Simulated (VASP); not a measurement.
# AlFe (Pm-3m) in VASP: further runs

AlFe is run at these levels: PBEsol; tasks: single point, relaxation of cell and atoms.

Program: VASP 6.6.1. These are calculated values, not measurements. Logs are shortened: lines on timing, memory, paths and dates and some standing lists are left out, and cuts for length are marked.

### 1 The cell of the first run

Symmetry: Pm-3m, No. 221, cubic system. Conventional cell: a = 2.843 Å, b = 2.843 Å, c = 2.843 Å, α = 90.00°, β = 90.00°, γ = 90.00°. Al (site symmetry m-3m) has 8 Fe at 2.46 Å and 6 Al at 2.84 Å within 3.3 Å. Within 3.3 Å of Fe (site symmetry m-3m) lie 8 Al at 2.46 Å and 6 Fe at 2.84 Å.

### 2 Single point, PBEsol, collinear spin, ferromagnetic start

INCAR

```
  ALGO = Normal
  EDIFF = 1E-6
  ENCUT = 520
  GGA = PS
  ISIF = 2
  ISMEAR = 0
  ISPIN = 2
  LASPH = T
  LCHARG = F
  LMAXMIX = 4
  LORBIT = 11
  LREAL = F
  LWAVE = F
  MAGMOM = 0 0.84
  NBANDS = 16
  NELM = 150
  PREC = Accurate
  SIGMA = 0.1
```

KPOINTS

```
k-points
0
Gamma
  6 6 6
```

POSCAR

```
AlFe
1.0
    2.8432579139      0.0000000000      0.0000000000
    0.0000000000      2.8432579139      0.0000000000
    0.0000000000      0.0000000000      2.8432579139
Al Fe
1 1
Direct
    0.0000000000      0.0000000000      0.0000000000
    0.5000000000      0.5000000000      0.5000000000
```

Potentials or basis: VASP PAW PBE potentials, release 64 (Al, Fe).

The run is started by

```
cat potpaw_PBE.64/Al/POTCAR potpaw_PBE.64/Fe/POTCAR > POTCAR
mpirun -np 1 vasp_std > vasp.out
```

OUTCAR:

```text
EDIFF = 1E-6
   ENCUT = 520
   GGA = PS
   ISIF = 2
   ISMEAR = 0
   ISPIN = 2
   LASPH = T
   LORBIT = 11
   LREAL = F
   NELM = 150
   PREC = Accurate

 ion  position               nearest neighbor table
   1  0.000  0.000  0.000-   2 2.46   2 2.46   2 2.46   2 2.46   2 2.46   2 2.46   2 2.46   2 2.46

   2  0.500  0.500  0.500-   1 2.46   1 2.46   1 2.46   1 2.46   1 2.46   1 2.46   1 2.46   1 2.46

  LATTYP: Found a simple cubic cell.
 ALAT       =     2.8432579139

  Lattice vectors:

 A1 = (   2.8432579139,   0.0000000000,   0.0000000000)
 A2 = (   0.0000000000,   2.8432579139,   0.0000000000)
 A3 = (   0.0000000000,   0.0000000000,   2.8432579139)

Analysis of symmetry for initial positions (statically):
=====================================================================
 Subroutine PRICEL returns:
 Original cell was already a primitive cell.

 Routine SETGRP: Setting up the symmetry group for a
 simple cubic supercell.

 Subroutine GETGRP returns: Found 48 space group operations
 (whereof 48 operations were pure point group operations)
 out of a pool of 48 trial point group operations.

The static configuration has the point symmetry O_h .

Analysis of symmetry for dynamics (positions and initial velocities):
=====================================================================
 Subroutine PRICEL returns:
 Original cell was already a primitive cell.

 Routine SETGRP: Setting up the symmetry group for a
 simple cubic supercell.

 Subroutine GETGRP returns: Found 48 space group operations
 (whereof 48 operations were pure point group operations)
 out of a pool of 48 trial point group operations.

The dynamic configuration has the point symmetry O_h .

Analysis of structural, dynamic, and magnetic symmetry:
=====================================================================
 Subroutine PRICEL returns:
 Original cell was already a primitive cell.

 Routine SETGRP: Setting up the symmetry group for a
 simple cubic supercell.

 Subroutine GETGRP returns: Found 48 space group operations
 (whereof 48 operations were pure point group operations)
 out of a pool of 48 trial point group operations.

The overall configuration has the point symmetry O_h .

 Subroutine INISYM returns: Found 48 space group operations
 (whereof 48 operations are pure point group operations),
 and found     1 'primitive' translations

----------------------------------------------------------------------------------------

                                     Primitive cell

  volume of cell :      22.9852

  direct lattice vectors                    reciprocal lattice vectors
     2.843257914  0.000000000  0.000000000     0.351709212  0.000000000  0.000000000
     0.000000000  2.843257914  0.000000000     0.000000000  0.351709212  0.000000000
     0.000000000  0.000000000  2.843257914     0.000000000  0.000000000  0.351709212

  length of vectors
     2.843257914  2.843257914  2.843257914     0.351709212  0.351709212  0.351709212

  position of ions in fractional coordinates (direct lattice)
     0.000000000  0.000000000  0.000000000
     0.500000000  0.500000000  0.500000000

  ion indices of the primitive-cell ions
   primitive index   ion index
                 1           1
                 2           2

----------------------------------------------------------------------------------------

 KPOINTS: k-points

Automatic generation of k-mesh.
 Grid dimensions read from file:
 generate k-points for:    6    6    6

 Generating k-lattice:

  Cartesian coordinates                     Fractional coordinates (reciprocal lattice)
     0.058618202  0.000000000  0.000000000     0.166666667  0.000000000  0.000000000
     0.000000000  0.058618202  0.000000000     0.000000000  0.166666667  0.000000000
     0.000000000  0.000000000  0.058618202     0.000000000  0.000000000  0.166666667

  Length of vectors
     0.058618202  0.058618202  0.058618202

  Shift w.r.t. Gamma in fractional coordinates (k-lattice)
     0.000000000  0.000000000  0.000000000

 Subroutine IBZKPT returns following result:
 ===========================================

 Found     20 irreducible k-points:

 Following reciprocal coordinates:
            Coordinates               Weight
  0.000000  0.000000  0.000000      1.000000
  0.166667  0.000000  0.000000      6.000000
  0.333333  0.000000  0.000000      6.000000
  0.500000  0.000000  0.000000      3.000000
  0.166667  0.166667  0.000000     12.000000
  0.333333  0.166667  0.000000     24.000000
[... 12 lines left out ...]
  0.500000  0.500000  0.333333      6.000000
  0.500000  0.500000  0.500000      1.000000
   k-points           NKPTS =     20   k-points in BZ     NKDIM =     20   number of bands    NBANDS=     16
   number of dos      NEDOS =    301   number of ions     NIONS =      2
   total plane-waves  NPLWV =  13824
   dimension x,y,z NGX =    24 NGY =   24 NGZ =   24
   dimension x,y,z NGXF=    48 NGYF=   48 NGZF=   48
[... 27 lines left out ...]
   EFERMI =   0.00;   METHOD = LEGACY
   ISMEAR =     0;   SIGMA  =   0.10  broadening in eV -4-tet -1-fermi 0-gaus
   EFERMI_NEDOS =   21; number of points for ismear=-14 and -15
   IALGO  =     38    algorithm
   IMIX   =      4    mixing-type and parameters
     AMIX     =   0.40;   BMIX     =  1.00
     AMIX_MAG =   1.60;   BMIX_MAG =  1.00
  volume/ion in A,a.u.               =      11.49        77.56
  Fermi-wavevector in a.u.,A,eV,Ry     =   1.280529  2.419849 22.310220  1.639755
  Thomas-Fermi vector in A             =   2.412952
   LORBIT       =     11    0 simple, 1 ext, 2 COOP (PROOUT), +10 PAW based schemes
   GGA     = PS    functional components
   LHFCALC =     F    Hartree Fock is set to
   AEXX    =    0.0000 exact exchange contribution
   IVDW    =     0    specifies the selected vdW correction
   LEPSILON=     F    determine dielectric tensor
   LRPA    =     F    only Hartree local field effects (RPA)
 spin polarized calculation
 Gauss-broadening in eV      SIGMA  =   0.10
  energy-cutoff  :      520.00
  volume of cell :       22.99
 maximum number of plane-waves:       632
 NGX is ok and might be reduce to    24
   NGX = 11   NGY = 11   NGZ = 11

 number of electron      11.0000004 magnetization       0.6882759

 Free energy of the ion-electron system (eV)
  ---------------------------------------------------
  ext. energy  EPLUGINS =         0.00000000
  ---------------------------------------------------
  free energy    TOTEN  =       -13.74674660 eV

  energy without entropy =      -13.73745889  energy(sigma->0) =      -13.74210274

 E-fermi :   8.1599     XC(G=0): -12.4169

 val. band max:        8.0770480133   @ k =   0.5000   0.3333   0.0000
 cond. band min:       8.1694026647   @ k =   0.5000   0.5000   0.1667
 fundamental gap:      0.0923546513
 Fermi energy:         8.1598623444

 spin component 1

 k-point     1 :       0.0000    0.0000    0.0000
  band No.  band energies     occupation
      1      -2.3618      1.00000
      2       5.6053      1.00000
      3       5.6053      1.00000
      4       7.8642      0.99999
      5       7.8642      0.99999
      6       7.8642      0.99999
[... 8 lines left out ...]
     15      30.4056      0.00000
     16      32.2634      0.00000
[... 343 lines left out ...]
 k-point    20 :       0.5000    0.5000    0.5000
  band No.  band energies     occupation
      1       4.4911      1.00000
      2       4.4911      1.00000
      3       4.4911      1.00000
      4       8.7699      0.00000
      5       8.7699      0.00000
      6      11.2256      0.00000
[... 8 lines left out ...]
     15      36.7543      0.00000
     16      40.8456      0.00000
 Fermi energy:         8.1598623444

 spin component 2

 k-point     1 :       0.0000    0.0000    0.0000
  band No.  band energies     occupation
      1      -2.3326      1.00000
      2       5.9319      1.00000
      3       5.9319      1.00000
      4       8.6895      0.00000
      5       8.6895      0.00000
      6       8.6895      0.00000
[... 8 lines left out ...]
     15      30.4782      0.00000
     16      32.2696      0.00000
[... 343 lines left out ...]
 k-point    20 :       0.5000    0.5000    0.5000
  band No.  band energies     occupation
      1       4.9093      1.00000
      2       4.9093      1.00000
      3       4.9093      1.00000
      4       9.2584      0.00000
      5       9.2584      0.00000
      6      11.3023      0.00000
[... 8 lines left out ...]
     15      36.6723      0.00000
     16      40.8390      0.00000

------------------------ aborting loop because EDIFF is reached ----------------------------------------

  FORCE on cell =-STRESS in cart. coord.  units (eV):
  Direction    XX          YY          ZZ          XY          YZ          ZX
  --------------------------------------------------------------------------------------
  -------------------------------------------------------------------------------------
  Total        0.0865353      0.0865353      0.0865353      0.0000000     -0.0000000     -0.0000000
  in kB        6.0319109      6.0319109      6.0319109      0.0000000     -0.0000000     -0.0000000
  external PRESSURE =       6.0319109 kB  Pullay stress =       0.0000000 kB

 VOLUME and BASIS-vectors are now :
 -----------------------------------------------------------------------------
  energy-cutoff  :      520.00
  volume of cell :       22.99
      direct lattice vectors                 reciprocal lattice vectors
     2.843257914  0.000000000  0.000000000     0.351709212  0.000000000  0.000000000
     0.000000000  2.843257914  0.000000000     0.000000000  0.351709212  0.000000000
     0.000000000  0.000000000  2.843257914     0.000000000  0.000000000  0.351709212

 POSITION                                       TOTAL-FORCE (eV/Angst)
 -----------------------------------------------------------------------------------
      0.00000      0.00000      0.00000         0.000000      0.000000      0.000000
      1.42163      1.42163      1.42163         0.000000      0.000000      0.000000
 -----------------------------------------------------------------------------------
    total drift:                                0.000000     -0.000000     -0.000000

  FREE ENERGIE OF THE ION-ELECTRON SYSTEM (eV)
  ---------------------------------------------------
  free  energy   TOTEN  =       -13.7467465961 eV

  energy  without entropy=      -13.7374588867  energy(sigma->0) =      -13.74210274

 total charge

# of ion       s       p       d       tot
------------------------------------------
    1        0.404   0.449   0.000   0.853
    2        0.450   0.534   6.512   7.496
--------------------------------------------------
tot          0.854   0.983   6.512   8.349

 magnetization (x)

# of ion       s       p       d       tot
------------------------------------------
    1       -0.007  -0.012   0.000  -0.019
    2       -0.002   0.008   0.709   0.715
--------------------------------------------------
tot         -0.009  -0.004   0.709   0.696
```

It took 16 s on 1 thread of Intel Xeon Platinum 8175M at 2.50GHz (Skylake/Cascade Lake), shared host; peak memory 0.15 GiB.

What came out:

* Free energy: -13.7467 eV
* Pressure: 0.6 GPa
* Net moment: 0.69 μB per cell
* Site moments: Al -0.02; Fe +0.71 μB
* Valence electrons inside the program's atomic spheres: Al 0.85; Fe 7.50

Caveat: the k points lie up to 0.37 Å⁻¹ apart; the PAW data sets were made with another functional, which shifts forces and pressure a little.

### 3 Single point, PBEsol, collinear spin, ferromagnetic start

This run uses another cell than the first one, of 12.32 Å³/atom, 1.072 times its volume.

INCAR

```
PREC     = Accurate       # precision mode
ENCUT    = 520            # plane-wave cutoff, eV
EDIFF    = 1E-6           # SCF threshold, eV
ISMEAR   = 0              # smearing method
SIGMA    = 0.1            # smearing width, eV
LREAL    = False          # projectors in reciprocal space
LASPH    = True           # aspherical terms in the spheres
NELM     = 150            # most SCF steps
ALGO     = Fast           # electronic algorithm
ISIF     = 2              # what is computed and relaxed
LWAVE    = False          # write WAVECAR
LCHARG   = False          # write CHGCAR
ISPIN    = 2              # spin polarisation
MAGMOM   = 0 4            # initial moments
LORBIT   = 11             # projections on sites
LMAXMIX  = 4              # l up to which the mixer works
GGA      = PS             # functional
NBANDS   = 16             # bands
```

KPOINTS

```
Automatic mesh
0
Gamma
  6 6 6
```

POSCAR

```
AlFe
1.0
    2.9100000000      0.0000000000      0.0000000000
    0.0000000000      2.9100000000      0.0000000000
    0.0000000000      0.0000000000      2.9100000000
Al Fe
1 1
Direct
    0.0000000000      0.0000000000      0.0000000000
    0.5000000000      0.5000000000      0.5000000000
```

Potentials or basis: VASP PAW PBE potentials, release 64 (Al, Fe).

The run is started by

```
cat potpaw_PBE.64/Al/POTCAR potpaw_PBE.64/Fe/POTCAR > POTCAR
mpirun -np 1 vasp_std > vasp.out
```

It took 18 s on 1 thread of Intel Xeon Platinum 8175M at 2.50GHz (Skylake/Cascade Lake), shared host; peak memory 0.15 GiB.

Results (log left out):

```yaml
Free_energy: -13.6894 eV
Pressure: -10.9 GPa
Net_moment: 0.73 μB per cell
Site_moments: Al -0.02; Fe +0.77 μB
Valence_electrons_inside_the_program's_atomic_spheres: Al 0.81; Fe 7.35
```

Levels at points of the mesh, in eV from the Fermi level:
Spin up:
```csv
k point,band 4,band 5,band 6,band 7,band 8,band 9
"(0.00, 0.00, 0.00)",-0.39,-0.39,-0.39,6.17,6.17,6.17
"(0.50, 0.00, 0.00)",-1.28,-1.28,-0.27,0.83,8.69,10.81
"(0.50, 0.50, 0.00)",-2.04,-1.06,-1.06,0.41,3.08,3.81
"(0.50, 0.50, 0.50)",0.45,0.45,2.94,2.94,2.94,3.98
```
Spin down:
```tsv
k point	band 3	band 4	band 5	band 6	band 7	band 8
(0.00, 0.00, 0.00)	-2.02	0.49	0.49	0.49	6.21	6.21
(0.50, 0.00, 0.00)	-1.38	-0.52	-0.52	0.62	1.32	8.61
(0.50, 0.50, 0.00)	-2.02	-2.02	-0.25	-0.25	0.93	3.42
(0.50, 0.50, 0.50)	-3.03	0.97	0.97	3.01	3.01	3.01
```

Caveat: the PAW data sets were made with another functional, which shifts forces and pressure a little; the moment fell far below its start of 4 μB, so a state of higher moment may lie lower in energy.

### 4 Relaxation of cell and atoms, PBEsol, collinear spin, ferromagnetic start

This run uses another cell than the first one, of 12.32 Å³/atom, 1.072 times its volume.

INCAR

```
SYSTEM = AlFe
ALGO = Normal ; EDIFF = 1E-7
EDIFFG = -0.05 ; ENCUT = 600
GGA = PS ; IBRION = 2
ISIF = 3 ; ISMEAR = 0
ISPIN = 2 ; LASPH = .TRUE.
LCHARG = .FALSE. ; LMAXMIX = 4
LORBIT = 11 ; LREAL = .FALSE.
LWAVE = .FALSE. ; MAGMOM = 0 0.84
NELM = 150 ; NSW = 100
PREC = Accurate ; SIGMA = 0.1
```

KPOINTS

```
k-points
0
G
  6 6 6
  0 0 0
```

POSCAR is that of step 3.

The run is started by

```
cat potpaw_PBE.64/Al/POTCAR potpaw_PBE.64/Fe/POTCAR > POTCAR
mpirun -np 1 vasp_std > vasp.out
```

It took 36 s on 1 thread of Intel Xeon Platinum 8175M at 2.50GHz (Skylake/Cascade Lake), shared host; peak memory 0.16 GiB.

The run converged. Its results:

- Free energy: -13.7471 eV
- Relaxed volume: 11.53 Å³/atom
- Relaxed cell: a = 2.846 Å, b = 2.846 Å, c = 2.846 Å, α = 90.00°, β = 90.00°, γ = 90.00°
- Space group after relaxing (to 0.05 Å): Pm-3m (No. 221)
- Energy gained by relaxing: 29.0 meV/atom
- Ionic steps: 3
- Pressure after relaxing: -0.1 GPa
- Net moment: 0.69 μB per cell
- Site moments: Al -0.02; Fe +0.72 μB
- Valence electrons inside the program's atomic spheres: Al 0.85; Fe 7.49

Step by step:
```csv
step,energy change (eV),largest force (eV/Å),pressure (GPa),volume (Å³)
1,0.0000,0.0000,-10.99,24.64
2,-0.0100,0.0000,12.48,21.75
3,-0.0580,0.0000,-0.08,23.06
```

Final structure:
```cif
data_structure
_symmetry_space_group_name_H-M 'P 1'
_symmetry_Int_Tables_number 1
_cell_length_a 2.8464
_cell_length_b 2.8464
_cell_length_c 2.8464
_cell_angle_alpha 90.000
_cell_angle_beta 90.000
_cell_angle_gamma 90.000
_cell_volume 23.06
loop_
_atom_site_label
_atom_site_type_symbol
_atom_site_fract_x
_atom_site_fract_y
_atom_site_fract_z
_atom_site_occupancy
Al1 Al 0.00000 0.00000 0.00000 1
Fe1 Fe 0.50000 0.50000 0.50000 1
```

Levels at points of the mesh, in eV from the Fermi level:
Spin up:
```csv
k point,band 2,band 3,band 4,band 5,band 6,band 7,band 8,band 9
"(0.00, 0.00, 0.00)",-2.55,-2.55,-0.30,-0.30,-0.30,6.60,6.60,6.60
"(0.50, 0.00, 0.00)",-6.08,-1.89,-1.29,-1.29,-0.17,1.03,8.86,11.29
"(0.50, 0.50, 0.00)",-2.56,-2.07,-2.07,-1.05,-1.05,0.56,3.43,4.34
"(0.50, 0.50, 0.50)",-3.66,-3.66,0.60,0.60,3.06,3.06,3.06,4.65
```
Spin down:
```
           k point  band 1  band 2  band 3  band 4  band 5  band 6  band 7  band 8  band 9
(0.00, 0.00, 0.00)  -10.48   -2.22   -2.22    0.53    0.53    0.53    6.65    6.65    6.65
(0.50, 0.00, 0.00)   -6.20   -5.99   -1.51   -0.56   -0.56    0.67    1.49    8.79   11.39
(0.50, 0.50, 0.00)   -4.70   -2.28   -2.05   -2.05   -0.30   -0.30    1.05    3.75    4.90
(0.50, 0.50, 0.50)   -3.24   -3.24   -3.24    1.09    1.09    3.14    3.14    3.14    4.61
```

Caveat: the PAW data sets were made with another functional, which shifts forces and pressure a little.

### 5 Single point, PBEsol, collinear spin, ferromagnetic start

INCAR

```
  PREC = Accurate
  ENCUT = 520
  EDIFF = 1E-6
  ISMEAR = 0
  SIGMA = 0.1
  LREAL = False
  LASPH = True
  NELM = 150
  ALGO = Normal
  ISIF = 2
  LWAVE = False
  LCHARG = False
  ISPIN = 2
  MAGMOM = 0 0.79
  LORBIT = 11
  LMAXMIX = 4
  GGA = PS
  NBANDS = 16
```

KPOINTS

```
regular mesh
0
Gamma
  14 14 14
```

POSCAR

```
AlFe
1.0
    2.8450076399      0.0000000000      0.0000000000
    0.0000000000      2.8450076399      0.0000000000
    0.0000000000      0.0000000000      2.8450076399
Al Fe
1 1
Direct
    0.0000000000      0.0000000000      0.0000000000
    0.5000000000      0.5000000000      0.5000000000
```

The run is started by

```
cat potpaw_PBE.64/Al/POTCAR potpaw_PBE.64/Fe/POTCAR > POTCAR
mpirun -np 1 vasp_std > vasp.out
```

Wall time 71 s (1 thread of Intel Xeon Platinum 8175M at 2.50GHz (Skylake/Cascade Lake), shared host); peak memory 0.2 GiB.

It converged, with:

- Free energy: -13.7359 eV
- Pressure: 0.2 GPa
- Net moment: 0.65 μB per cell
- Site moments: Al -0.02; Fe +0.69 μB
- Valence electrons inside the program's atomic spheres: Al 0.85; Fe 7.50

Levels at points of the mesh, in eV from the Fermi level:
Spin up:
```csv
k point,band 3,band 4,band 5,band 6,band 7,band 8,band 9,band 10
"(0.00, 0.00, 0.00)",-2.62,-0.30,-0.30,-0.30,6.55,6.55,6.55,9.50
"(0.50, 0.00, 0.00)",-1.96,-1.30,-1.30,-0.18,0.97,8.80,11.25,11.25
"(0.50, 0.50, 0.00)",-2.13,-2.13,-1.06,-1.06,0.50,3.38,4.34,13.23
"(0.50, 0.50, 0.50)",-3.70,0.54,0.54,3.00,3.00,3.00,4.61,6.19
```
Spin down:
```
           k point  band 2  band 3  band 4  band 5  band 6  band 7  band 8  band 9
(0.00, 0.00, 0.00)   -2.26   -2.26    0.45    0.45    0.45    6.59    6.59    6.59
(0.50, 0.00, 0.00)   -6.06   -1.55   -0.64   -0.64    0.59    1.46    8.72   11.33
(0.50, 0.50, 0.00)   -2.33   -2.12   -2.12   -0.37   -0.37    1.02    3.71    4.84
(0.50, 0.50, 0.50)   -3.32   -3.32    1.06    1.06    3.07    3.07    3.07    4.56
```

Caveat: the PAW data sets were made with another functional, which shifts forces and pressure a little.

### 6 Overview

```tsv
task	cell	k mesh	cutoff (eV)	gap on the mesh (eV)	pressure (GPa)	moment (μB)
single point	a = 2.843 Å, 2 atoms	6 × 6 × 6	520	none	0.6	0.69
single point	a = 2.910 Å, 2 atoms	6 × 6 × 6	520	none	-10.9	0.73
relaxation of cell and atoms	relaxed from a = 2.910 Å, 2 atoms	6 × 6 × 6	600	none	-0.1	0.69
single point	a = 2.845 Å, 2 atoms	14 × 14 × 14	520	none	0.2	0.65
```

Alike in all rows: level PBEsol; potentials or basis VASP PAW PBE potentials, release 64 (Al, Fe); spin collinear, ferromagnetic start; smearing gaussian 0.1 eV.

Caveats: some runs use coarse meshes; the PAW data sets were made with another functional, which shifts forces and pressure a little; the moment fell far below its start of 4 μB, so a state of higher moment may lie lower in energy (some runs).

Total energies depend on the potentials used, so only differences within one code and one set of settings carry meaning.
